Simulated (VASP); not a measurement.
# K (Im-3m) in VASP: notebook

K is run at these levels: PBEsol; tasks: single point, relaxation of volume and atoms at fixed shape.

Everything below comes from runs of VASP 6.6.1. Logs are shortened: lines on timing, memory, paths and dates and some standing lists are left out, and cuts for length are marked.

## 1. The cell of the first run

It takes space group Im-3m (No. 229, cubic). Conventional cell: a = 5.225 Å, b = 5.225 Å, c = 5.225 Å, α = 90.00°, β = 90.00°, γ = 90.00°.

## 2. Single point, PBEsol

The input, INCAR:

```
SYSTEM = K
PREC     = Accurate       ! precision mode
ENCUT    = 520            ! plane-wave cutoff, eV
EDIFF    = 1E-6           ! SCF threshold, eV
ISMEAR   = -1             ! smearing method
SIGMA    = 0.05           ! smearing width, eV
LREAL    = .FALSE.        ! projectors in reciprocal space
LASPH    = .TRUE.         ! aspherical terms in the spheres
NELM     = 60             ! most SCF steps
ALGO     = Normal         ! electronic algorithm
ISIF     = 2              ! what is computed and relaxed
LWAVE    = .FALSE.        ! write WAVECAR
LCHARG   = .FALSE.        ! write CHGCAR
GGA      = PS             ! functional
NBANDS   = 10             ! bands
```

The input, KPOINTS:

```
regular mesh
0
G
  6 6 6
  0 0 0
```

The input, POSCAR:

```
K
1.0
   -2.6125000000      2.6125000000      2.6125000000
    2.6125000000     -2.6125000000      2.6125000000
    2.6125000000      2.6125000000     -2.6125000000
K
1
Direct
    0.0000000000      0.0000000000      0.0000000000
```

Potentials or basis: VASP PAW PBE potentials, release 64 (K_sv).

Started as:

```bash
$ cat potpaw_PBE.64/K_sv/POTCAR > POTCAR
$ mpirun -np 1 vasp_std > vasp.out
```

OUTCAR:

```text
SYSTEM = K
   PREC = Accurate
   ENCUT = 520
   EDIFF = 1E-6
   ISMEAR = -1
   LREAL = .FALSE.
   LASPH = .TRUE.
   NELM = 60
   ISIF = 2
   GGA = PS

 ion  position               nearest neighbor table
   1  0.000  0.000  0.000-

  LATTYP: Found a body centered cubic cell.
 ALAT       =     5.2250000000

  Lattice vectors:

 A1 = (  -2.6125000000,   2.6125000000,   2.6125000000)
 A2 = (   2.6125000000,  -2.6125000000,   2.6125000000)
 A3 = (   2.6125000000,   2.6125000000,  -2.6125000000)

Analysis of symmetry for initial positions (statically):
=====================================================================
 Subroutine PRICEL returns:
 Original cell was already a primitive cell.

 Routine SETGRP: Setting up the symmetry group for a
 body centered cubic supercell.

 Subroutine GETGRP returns: Found 48 space group operations
 (whereof 48 operations were pure point group operations)
 out of a pool of 48 trial point group operations.

The static configuration has the point symmetry O_h .

Analysis of symmetry for dynamics (positions and initial velocities):
=====================================================================
 Subroutine PRICEL returns:
 Original cell was already a primitive cell.

 Routine SETGRP: Setting up the symmetry group for a
 body centered cubic supercell.

 Subroutine GETGRP returns: Found 48 space group operations
 (whereof 48 operations were pure point group operations)
 out of a pool of 48 trial point group operations.

The dynamic configuration has the point symmetry O_h .

 Subroutine INISYM returns: Found 48 space group operations
 (whereof 48 operations are pure point group operations),
 and found     1 'primitive' translations

----------------------------------------------------------------------------------------

                                     Primitive cell

  volume of cell :      71.3229

  direct lattice vectors                    reciprocal lattice vectors
    -2.612500000  2.612500000  2.612500000     0.000000000  0.191387560  0.191387560
     2.612500000 -2.612500000  2.612500000     0.191387560  0.000000000  0.191387560
     2.612500000  2.612500000 -2.612500000     0.191387560  0.191387560  0.000000000

  length of vectors
     4.524982735  4.524982735  4.524982735     0.270662883  0.270662883  0.270662883
[... 70 lines left out ...]
   EDIFF  = 0.1E-05   stopping-criterion for ELM
   LREAL  =      F    real-space projection
   EDIFFG = 0.1E-04   stopping-criterion for IOM
   NSW    =      0    number of steps for IOM
   IBRION =     -1    ionic relax: 0-MD 1-quasi-New 2-CG
   NFREE  =      0    steps in history (QN), initial steepest desc. (CG)
   ISIF   =      2    stress and relaxation
   ISYM   =      2    0-nonsym 1-usesym 2-fastsym
   POTIM  = 0.5000    time-step for ionic-motion
   TEBEG  =    0.0;   TEEND  =   0.0 temperature during run
   PSTRESS=    0.0 pullay stress
   NELECT =       9.0000    total number of electrons
   NUPDOWN=      -1.0000    fix difference up-down
   EMIN   =  10.00;   EMAX   =-10.00  energy-range for DOS
   EFERMI =   0.00;   METHOD = LEGACY
   ISMEAR =    -1;   SIGMA  =   0.05  broadening in eV -4-tet -1-fermi 0-gaus
   EFERMI_NEDOS =   21; number of points for ismear=-14 and -15
   IALGO  =     38    algorithm
   IMIX   =      4    mixing-type and parameters
     AMIX     =   0.40;   BMIX     =  1.00
     AMIX_MAG =   1.60;   BMIX_MAG =  1.00
  volume/ion in A,a.u.               =      71.32       481.31
  Fermi-wavevector in a.u.,A,eV,Ry     =   0.821131  1.551714  9.173822  0.674257
  Thomas-Fermi vector in A             =   1.932236
   LORBIT       =      0    0 simple, 1 ext, 2 COOP (PROOUT), +10 PAW based schemes
   GGA     = PS    functional components
   LHFCALC =     F    Hartree Fock is set to
   AEXX    =    0.0000 exact exchange contribution
   IVDW    =     0    specifies the selected vdW correction
   LEPSILON=     F    determine dielectric tensor
   LRPA    =     F    only Hartree local field effects (RPA)
 non-spin polarized calculation
  energy-cutoff  :      520.00
  volume of cell :       71.32
 maximum number of plane-waves:      1961
 NGX is ok and might be reduce to    36
   NGX = 17   NGY = 17   NGZ = 17

 number of electron       9.0000000 magnetization

 Free energy of the ion-electron system (eV)
  ---------------------------------------------------
  ext. energy  EPLUGINS =         0.00000000
  ---------------------------------------------------
  free energy    TOTEN  =        -1.12144049 eV

  energy without entropy =       -1.10601656  energy(sigma->0) =       -1.11372852

 E-fermi :  -0.0815     XC(G=0):  -5.7733

 val. band max:       -0.3497568679   @ k =   0.1667   0.1667   0.1667
 cond. band min:      -0.0689546683   @ k =   0.3333   0.1667   0.0000
 fundamental gap:      0.2808021995
 Fermi energy:        -0.0814737531

 k-point     1 :       0.0000    0.0000    0.0000
  band No.  band energies     occupation
      1     -32.0732      2.00000
      2     -15.5809      2.00000
      3     -15.5809      2.00000
      4     -15.5809      2.00000
      5      -2.3030      2.00000
      6       4.2252      0.00000
      7       4.2252      0.00000
      8       4.2252      0.00000
      9       5.1659      0.00000
     10       5.1659      0.00000
[... 183 lines left out ...]
 k-point    16 :       0.5000    0.5000    0.5000
  band No.  band energies     occupation
      1     -32.0645      2.00000
      2     -15.6360      2.00000
      3     -15.6360      2.00000
      4     -15.6360      2.00000
      5       1.5598      0.00000
      6       1.5598      0.00000
      7       3.4492      0.00000
      8       3.4492      0.00000
      9       3.4492      0.00000
     10       5.6201      0.00000

------------------------ aborting loop because EDIFF is reached ----------------------------------------

  FORCE on cell =-STRESS in cart. coord.  units (eV):
  Direction    XX          YY          ZZ          XY          YZ          ZX
  --------------------------------------------------------------------------------------
  -------------------------------------------------------------------------------------
  Total       -0.0011316     -0.0011316     -0.0011316     -0.0000000     -0.0000000     -0.0000000
  in kB       -0.0254206     -0.0254206     -0.0254206     -0.0000000     -0.0000000     -0.0000000
  external PRESSURE =      -0.0254206 kB  Pullay stress =       0.0000000 kB

 VOLUME and BASIS-vectors are now :
 -----------------------------------------------------------------------------
  energy-cutoff  :      520.00
  volume of cell :       71.32
      direct lattice vectors                 reciprocal lattice vectors
    -2.612500000  2.612500000  2.612500000     0.000000000  0.191387560  0.191387560
     2.612500000 -2.612500000  2.612500000     0.191387560  0.000000000  0.191387560
     2.612500000  2.612500000 -2.612500000     0.191387560  0.191387560  0.000000000

 POSITION                                       TOTAL-FORCE (eV/Angst)
 -----------------------------------------------------------------------------------
      0.00000      0.00000      0.00000         0.000000      0.000000     -0.000000
 -----------------------------------------------------------------------------------
    total drift:                               -0.000000      0.000000      0.000000

  FREE ENERGIE OF THE ION-ELECTRON SYSTEM (eV)
  ---------------------------------------------------
  free  energy   TOTEN  =        -1.1214404897 eV

  energy  without entropy=       -1.1060165599  energy(sigma->0) =       -1.11372852
```

Wall time 9.8 s (1 thread of Intel Xeon Platinum 8559C (Emerald Rapids), shared host); peak memory 0.19 GiB.

What came out:

```
Free energy : -1.1214 eV
Pressure    : 0.0 GPa
```

Caveat: the PAW data sets were made with another functional, which shifts forces and pressure a little.

## 3. Relaxation of volume and atoms at fixed shape, PBEsol

The input, INCAR:

```
PREC     = Accurate       # precision mode
ENCUT    = 600            # plane-wave cutoff, eV
EDIFF    = 1E-6           # SCF threshold, eV
ISMEAR   = -1             # smearing method
SIGMA    = 0.05           # smearing width, eV
LREAL    = False          # projectors in reciprocal space
LASPH    = True           # aspherical terms in the spheres
NELM     = 80             # most SCF steps
ALGO     = Normal         # electronic algorithm
ISIF     = 8              # what is computed and relaxed
LWAVE    = False          # write WAVECAR
LCHARG   = False          # write CHGCAR
GGA      = PS             # functional
IBRION   = 2              # ionic algorithm
NSW      = 80             # ionic steps
EDIFFG   = -0.03          # ionic threshold
```

The input, KPOINTS:

```
Automatic mesh
0
Gamma
  6 6 6
```

POSCAR is that of step 2.

Potentials or basis: VASP PAW PBE potentials, release 64 (K_sv).

Started as:

```bash
$ cat potpaw_PBE.64/K_sv/POTCAR > POTCAR
$ mpirun -np 1 vasp_std > vasp.out
```

It took 7.6 s on 1 thread of Intel Xeon Platinum 8559C (Emerald Rapids), shared host; peak memory 0.19 GiB.

The run converged. Its results:

* Free energy: -1.1215 eV
* Pressure after relaxing: 0.0 GPa

Final structure:
```cif
data_structure
_symmetry_space_group_name_H-M 'P 1'
_symmetry_Int_Tables_number 1
_cell_length_a 4.5250
_cell_length_b 4.5250
_cell_length_c 4.5250
_cell_angle_alpha 109.471
_cell_angle_beta 109.471
_cell_angle_gamma 109.471
_cell_volume 71.32
loop_
_atom_site_label
_atom_site_type_symbol
_atom_site_fract_x
_atom_site_fract_y
_atom_site_fract_z
_atom_site_occupancy
K1 K 0.00000 0.00000 0.00000 1
```

Levels at points of the mesh, in eV from the Fermi level:
| k point | band 1 | band 2 | band 3 | band 4 | band 5 | band 6 | band 7 | band 8 |
| --- | --- | --- | --- | --- | --- | --- | --- | --- |
| (0.00, 0.00, 0.00) | -31.99 | -15.50 | -15.50 | -15.50 | -2.22 | 4.31 | 4.31 | 4.31 |
| (0.50, 0.00, 0.00) | -31.99 | -15.58 | -15.53 | -15.50 | 0.42 | 0.68 | 3.15 | 4.92 |
| (0.50, 0.50, 0.50) | -31.98 | -15.55 | -15.55 | -15.55 | 1.64 | 1.64 | 3.53 | 3.53 |

Caveat: the relaxation stopped at its first step, so nothing moved; the PAW data sets were made with another functional, which shifts forces and pressure a little.
